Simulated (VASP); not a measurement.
# SnTe (Pm-3m) in VASP: a series of runs

The runs below take SnTe through single point, with HSE06, LDA.

Everything below comes from runs of VASP 6.6.1. Logs are shortened: lines on timing, memory, paths and dates and some standing lists are left out, and cuts for length are marked.

### 1 The cell of the first run

It takes space group Pm-3m (No. 221, cubic). Conventional cell: a = 3.905 Å, b = 3.905 Å, c = 3.905 Å, α = 90.00°, β = 90.00°, γ = 90.00°. Within 4.4 Å of Te (site symmetry m-3m) lie 8 Sn at 3.38 Å and 6 Te at 3.90 Å. Sn (site symmetry m-3m) has 8 Te at 3.38 Å and 6 Sn at 3.90 Å within 4.4 Å.

### 2 Single point, HSE06

The input, POSCAR:

```
SnTe
1.0
    3.9047000000      0.0000000000      0.0000000000
    0.0000000000      3.9047000000      0.0000000000
    0.0000000000      0.0000000000      3.9047000000
Te Sn
1 1
Direct
    0.5000000000      0.5000000000      0.5000000000
    0.0000000000      0.0000000000      0.0000000000
```

The input, INCAR.step1:

```
SYSTEM = SnTe
PREC = Accurate ; ENCUT = 520
EDIFF = 1E-5 ; ISMEAR = -1
SIGMA = 0.05 ; LREAL = .FALSE.
LASPH = .TRUE. ; NELM = 60
ALGO = Normal ; ISIF = 2
LWAVE = .TRUE. ; LCHARG = .FALSE.
NBANDS = 17 ; GGA = PE
```

The input, INCAR.step2:

```
SYSTEM = SnTe
PREC = Accurate ; ENCUT = 520
EDIFF = 1E-6 ; ISMEAR = -1
SIGMA = 0.05 ; LREAL = .FALSE.
LASPH = .TRUE. ; NELM = 60
ALGO = Normal ; ISIF = 2
LWAVE = .FALSE. ; LCHARG = .FALSE.
GGA = PE ; LHFCALC = .TRUE.
HFSCREEN = 0.2079 ; PRECFOCK = Normal
NBANDS = 17 ; ISTART = 1
```

The input, KPOINTS:

```
Automatic mesh
0
G
  4 4 4
  0 0 0
```

Potentials or basis: VASP PAW PBE potentials, release 64 (Te, Sn_d).

On the command line:

```sh
cat potpaw_PBE.64/Te/POTCAR potpaw_PBE.64/Sn_d/POTCAR > POTCAR
cp INCAR.step1 INCAR
mpirun -np 1 vasp_std > vasp.out
cp INCAR.step2 INCAR
mpirun -np 1 vasp_std > vasp.out
```

OUTCAR:

```text
SYSTEM = SnTe
   PREC = Accurate
   ENCUT = 520
   EDIFF = 1E-6
   ISMEAR = -1
   LREAL = .FALSE.
   LASPH = .TRUE.
   NELM = 60
   ISIF = 2
   GGA = PE
   LHFCALC = .TRUE.
   HFSCREEN = 0.2079
   PRECFOCK = Normal
   ISTART = 1

 ion  position               nearest neighbor table
   1  0.500  0.500  0.500-   2 3.38   2 3.38   2 3.38   2 3.38   2 3.38   2 3.38   2 3.38   2 3.38

   2  0.000  0.000  0.000-   1 3.38   1 3.38   1 3.38   1 3.38   1 3.38   1 3.38   1 3.38   1 3.38

  LATTYP: Found a simple cubic cell.
 ALAT       =     3.9047000000

  Lattice vectors:

 A1 = (   3.9047000000,   0.0000000000,   0.0000000000)
 A2 = (   0.0000000000,   3.9047000000,   0.0000000000)
 A3 = (   0.0000000000,   0.0000000000,   3.9047000000)

Analysis of symmetry for initial positions (statically):
=====================================================================
 Subroutine PRICEL returns:
 Original cell was already a primitive cell.

 Routine SETGRP: Setting up the symmetry group for a
 simple cubic supercell.

 Subroutine GETGRP returns: Found 48 space group operations
 (whereof 48 operations were pure point group operations)
 out of a pool of 48 trial point group operations.

The static configuration has the point symmetry O_h .

Analysis of symmetry for dynamics (positions and initial velocities):
=====================================================================
 Subroutine PRICEL returns:
 Original cell was already a primitive cell.

 Routine SETGRP: Setting up the symmetry group for a
 simple cubic supercell.

 Subroutine GETGRP returns: Found 48 space group operations
 (whereof 48 operations were pure point group operations)
 out of a pool of 48 trial point group operations.

The dynamic configuration has the point symmetry O_h .

 Subroutine INISYM returns: Found 48 space group operations
 (whereof 48 operations are pure point group operations),
 and found     1 'primitive' translations

----------------------------------------------------------------------------------------

                                     Primitive cell

  volume of cell :      59.5337

  direct lattice vectors                    reciprocal lattice vectors
     3.904700000  0.000000000  0.000000000     0.256101621  0.000000000  0.000000000
     0.000000000  3.904700000  0.000000000     0.000000000  0.256101621  0.000000000
     0.000000000  0.000000000  3.904700000     0.000000000  0.000000000  0.256101621

  length of vectors
     3.904700000  3.904700000  3.904700000     0.256101621  0.256101621  0.256101621

  position of ions in fractional coordinates (direct lattice)
     0.500000000  0.500000000  0.500000000
     0.000000000  0.000000000  0.000000000

  ion indices of the primitive-cell ions
   primitive index   ion index
                 1           1
                 2           2

----------------------------------------------------------------------------------------

 KPOINTS: Automatic mesh

Automatic generation of k-mesh.
 Grid dimensions read from file:
 generate k-points for:    4    4    4

 Generating k-lattice:

  Cartesian coordinates                     Fractional coordinates (reciprocal lattice)
     0.064025405  0.000000000  0.000000000     0.250000000  0.000000000  0.000000000
     0.000000000  0.064025405  0.000000000     0.000000000  0.250000000  0.000000000
     0.000000000  0.000000000  0.064025405     0.000000000  0.000000000  0.250000000

  Length of vectors
     0.064025405  0.064025405  0.064025405

  Shift w.r.t. Gamma in fractional coordinates (k-lattice)
     0.000000000  0.000000000  0.000000000

 Subroutine IBZKPT returns following result:
 ===========================================

 Found     10 irreducible k-points:

 Following reciprocal coordinates:
            Coordinates               Weight
  0.000000  0.000000  0.000000      1.000000
  0.250000  0.000000  0.000000      6.000000
  0.500000  0.000000  0.000000      3.000000
  0.250000  0.250000  0.000000     12.000000
  0.500000  0.250000  0.000000     12.000000
  0.500000  0.500000  0.000000      3.000000
  0.250000  0.250000  0.250000      8.000000
  0.500000  0.250000  0.250000     12.000000
  0.500000  0.500000  0.250000      6.000000
  0.500000  0.500000  0.500000      1.000000
   k-points           NKPTS =     10   k-points in BZ     NKDIM =     64   number of bands    NBANDS=     17
   number of dos      NEDOS =    301   number of ions     NIONS =      2
   total plane-waves  NPLWV =  27000
   dimension x,y,z NGX =    30 NGY =   30 NGZ =   30
   dimension x,y,z NGXF=    60 NGYF=   60 NGZF=   60
   ions per type =               1   1
   NGX,Y,Z   is equivalent  to a cutoff of  12.77, 12.77, 12.77 a.u.
   NGXF,Y,Z  is equivalent  to a cutoff of  25.55, 25.55, 25.55 a.u.
 SYSTEM =  SnTe
   PREC   = accura    normal or accurate (medium, high low for compatibility)
   ISTART =      1    job   : 0-new  1-cont  2-samecut
   ICHARG =      0    charge: 1-file 2-atom 10-const
   ISPIN  =      1    spin polarized calculation?
   LNONCOLLINEAR =      F non collinear calculations
   LSORBIT =      F    spin-orbit coupling
   LASPH  =      T    aspherical Exc in radial PAW
   ENCUT  =  520.0 eV  38.22 Ry    6.18 a.u.   7.26  7.26  7.26*2*pi/ulx,y,z
   NELM   =     60;   NELMIN=  2; NELMDL=  0     # of ELM steps
   EDIFF  = 0.1E-05   stopping-criterion for ELM
   LREAL  =      F    real-space projection
   EDIFFG = 0.1E-04   stopping-criterion for IOM
   NSW    =      0    number of steps for IOM
   IBRION =     -1    ionic relax: 0-MD 1-quasi-New 2-CG
   NFREE  =      0    steps in history (QN), initial steepest desc. (CG)
   ISIF   =      2    stress and relaxation
   ISYM   =      3    0-nonsym 1-usesym 2-fastsym
   POTIM  = 0.5000    time-step for ionic-motion
   TEBEG  =    0.0;   TEEND  =   0.0 temperature during run
   PSTRESS=    0.0 pullay stress
   NELECT =      20.0000    total number of electrons
   NUPDOWN=      -1.0000    fix difference up-down
   EMIN   =  10.00;   EMAX   =-10.00  energy-range for DOS
   EFERMI =   0.00;   METHOD = LEGACY
   ISMEAR =    -1;   SIGMA  =   0.05  broadening in eV -4-tet -1-fermi 0-gaus
   EFERMI_NEDOS =   21; number of points for ismear=-14 and -15
   IALGO  =     38    algorithm
   IMIX   =      1    mixing-type and parameters
     AMIX     =   0.40;   BMIX     =  1.00
     AMIX_MAG =   1.60;   BMIX_MAG =  1.00
  volume/ion in A,a.u.               =      29.77       200.88
  Fermi-wavevector in a.u.,A,eV,Ry     =   1.138057  2.150615 17.621893  1.295173
  Thomas-Fermi vector in A             =   2.274761
   LORBIT       =      0    0 simple, 1 ext, 2 COOP (PROOUT), +10 PAW based schemes
   GGA     = PE    functional components
   LHFCALC =     T    Hartree Fock is set to
   PRECFOCK=normal    Normal, Fast or Accurate (Low or Medium for compatibility)
   ENCUT4O =  -1.0   cutoff for four orbital integrals eV
   NKREDX  =     1    reduce k-point grid by
   NKREDY  =     1    reduce k-point grid by
   NKREDZ  =     1    reduce k-point grid by
   AEXX    =    0.2500 exact exchange contribution
   HFSCREEN=    0.2079 screening length (either q_TF or 0.3 A-1)
   HFSCREENC=   0.2079 screening length for correlation (either q_TF or 0.3 A-1)
   ENCUTFOCK=  -1.0 apply spherical cutoff to Coloumb kernel
   IVDW    =     0    specifies the selected vdW correction
   LEPSILON=     F    determine dielectric tensor
   LRPA    =     F    only Hartree local field effects (RPA)
 non-spin polarized calculation
  energy-cutoff  :      520.00
  volume of cell :       59.53
 maximum number of plane-waves:      1628
 NGX is ok and might be reduce to    30
  NGX = 24; NGY = 24; NGZ = 24

 number of electron      19.9999983 magnetization

 Free energy of the ion-electron system (eV)
  ---------------------------------------------------
  ext. energy  EPLUGINS =         0.00000000
  ---------------------------------------------------
  free energy    TOTEN  =        -8.28598112 eV

  energy without entropy =       -8.26277469  energy(sigma->0) =       -8.27437790

 E-fermi :   6.8987     XC(G=0):  -8.1990

 val. band max:        6.8164980374   @ k =   0.5000   0.2500   0.0000
 cond. band min:       6.9277082712   @ k =   0.5000   0.2500   0.2500
 fundamental gap:      0.1112102337
 Fermi energy:         6.8986976962

 k-point     1 :       0.0000    0.0000    0.0000
  band No.  band energies     occupation
      1     -17.1849      2.00000
      2     -17.1849      2.00000
      3     -17.1486      2.00000
      4     -17.1486      2.00000
      5     -17.1486      2.00000
      6      -6.7501      2.00000
[... 9 lines left out ...]
     16      18.5669      0.00000
     17      18.5669      0.00000

 k-point     2 :       0.2500    0.0000    0.0000
  band No.  band energies     occupation
      1     -17.1843      2.00000
      2     -17.1690      2.00000
      3     -17.1543      2.00000
      4     -17.1543      2.00000
      5     -17.1481      2.00000
      6      -6.2226      2.00000
[... 9 lines left out ...]
     16      16.1874      0.00000
     17      18.2553      0.00000

 k-point     3 :       0.5000    0.0000    0.0000
  band No.  band energies     occupation
      1     -17.1836      2.00000
      2     -17.1600      2.00000
      3     -17.1600      2.00000
      4     -17.1531      2.00000
      5     -17.1476      2.00000
      6      -5.3764      2.00000
[... 9 lines left out ...]
     16      19.7129      0.00000
     17      20.0467      0.00000

 k-point     4 :       0.2500    0.2500    0.0000
  band No.  band energies     occupation
      1     -17.1761      2.00000
      2     -17.1611      2.00000
      3     -17.1603      2.00000
      4     -17.1538      2.00000
      5     -17.1530      2.00000
      6      -5.7266      2.00000
[... 9 lines left out ...]
     16      15.4657      0.00000
     17      15.8600      0.00000
[... 63 lines left out ...]
      1     -17.1667      2.00000
      2     -17.1658      2.00000
      3     -17.1591      2.00000
      4     -17.1586      2.00000
      5     -17.1433      2.00000
      6      -4.6307      2.00000
[... 9 lines left out ...]
     16      16.6802      0.00000
     17      18.3626      0.00000

 k-point     9 :       0.5000    0.5000    0.2500
  band No.  band energies     occupation
      1     -17.1738      2.00000
      2     -17.1647      2.00000
      3     -17.1647      2.00000
      4     -17.1508      2.00000
      5     -17.1345      2.00000
      6      -4.1960      2.00000
[... 9 lines left out ...]
     16      18.4673      0.00000
     17      19.0206      0.00000

 k-point    10 :       0.5000    0.5000    0.5000
  band No.  band energies     occupation
      1     -17.1718      2.00000
      2     -17.1718      2.00000
      3     -17.1718      2.00000
      4     -17.1341      2.00000
      5     -17.1341      2.00000
      6      -3.8715      2.00000
[... 9 lines left out ...]
     16      21.9356      0.00000
     17      23.1655      0.00000

------------------------ aborting loop because EDIFF is reached ----------------------------------------

  FORCE on cell =-STRESS in cart. coord.  units (eV):
  Direction    XX          YY          ZZ          XY          YZ          ZX
  --------------------------------------------------------------------------------------
  -------------------------------------------------------------------------------------
  Total       -0.3308223     -0.3308223     -0.3308223     -0.0000000      0.0000000     -0.0000000
  in kB       -8.9031213     -8.9031213     -8.9031213     -0.0000000      0.0000000     -0.0000000
  external PRESSURE =      -8.9031213 kB  Pullay stress =       0.0000000 kB

 VOLUME and BASIS-vectors are now :
 -----------------------------------------------------------------------------
  energy-cutoff  :      520.00
  volume of cell :       59.53
      direct lattice vectors                 reciprocal lattice vectors
     3.904700000  0.000000000  0.000000000     0.256101621  0.000000000  0.000000000
     0.000000000  3.904700000  0.000000000     0.000000000  0.256101621  0.000000000
     0.000000000  0.000000000  3.904700000     0.000000000  0.000000000  0.256101621

 POSITION                                       TOTAL-FORCE (eV/Angst)
 -----------------------------------------------------------------------------------
      1.95235      1.95235      1.95235         0.000000      0.000000      0.000000
      0.00000      0.00000      0.00000         0.000000      0.000000      0.000000
 -----------------------------------------------------------------------------------
    total drift:                               -0.000000      0.000000      0.000001

  FREE ENERGIE OF THE ION-ELECTRON SYSTEM (eV)
  ---------------------------------------------------
  free  energy   TOTEN  =        -8.2859811169 eV

  energy  without entropy=       -8.2627746867  energy(sigma->0) =       -8.27437790
```

Run time: 19 min. Hardware: 1 thread of AMD EPYC 7R43 (Zen 3), shared host; peak memory 0.24 GiB.

Results:

```
Free energy            : -8.2860 eV
Pressure               : -0.9 GPa
Band gap on the k mesh : zero (band 10 reaches 7.18 eV, above the bottom of band 11 at 5.59 eV)
```

Levels at points of the mesh, in eV from the Fermi level:
```
           k point  band 7  band 8  band 9  band 10  band 11  band 12  band 13  band 14
(0.00, 0.00, 0.00)   -5.77   -2.05   -2.05    -2.05     3.98     3.98     6.07     6.07
(0.50, 0.00, 0.00)   -9.17   -0.39   -0.39     0.07     0.40     2.50     2.50     5.94
(0.50, 0.50, 0.00)   -7.10   -5.41   -5.41     0.29     3.88     4.39     4.39     6.47
(0.50, 0.50, 0.50)   -5.82   -3.26   -3.26    -3.26    -1.31    -1.31    -1.31    15.04
```

Caveat: the k points lie up to 0.40 Å⁻¹ apart; the PAW data sets were made with another functional, which shifts forces and pressure a little; spin-orbit coupling is left out, which moves the levels of the heavy elements.

(Continued in part 2 of 2.)
